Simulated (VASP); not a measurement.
MoS2, 3 atoms in the cell. The structure is trigonal, space group P-3m1 (No. 164). Conventional cell: a = 3.162 Å, b = 3.162 Å, c = 6.184 Å, α = 90.00°, β = 90.00°, γ = 120.00°. Mo (site symmetry -3m) has 6 S at 2.37 Å within 3.1 Å. Within 3.1 Å of S (site symmetry 3m) lie 3 Mo at 2.37 Å. 

```yaml
Program: VASP 6.6.1
Task: single point
Functional: RPBE
Potentials_or_basis: VASP PAW PBE potentials, release 64 (Mo_sv, S)
Cutoff: 520 eV
k_mesh: 9 × 9 × 4
Occupations: fermi-dirac, width 0.05 eV
Spin: no spin polarisation
Dipole_correction: no
Further_INCAR_settings: ALGO = Normal; EDIFF = 1e-06; NBANDS = 20
```

Potentials or basis: VASP PAW PBE potentials, release 64 (Mo_sv, S).

The run is started by

```sh
$ cat potpaw_PBE.64/Mo_sv/POTCAR potpaw_PBE.64/S/POTCAR > POTCAR
$ mpirun -np 1 vasp_std > vasp.out
```

Hardware: 1 thread of Intel Xeon 8259CL, with other jobs on the host.

How long does it take, and how much memory?

Wall time 35 s on 1 thread of Intel Xeon 8259CL, with other jobs on the host, peak memory 0.19 GiB. Counts: scf iterations 15, k points 43.
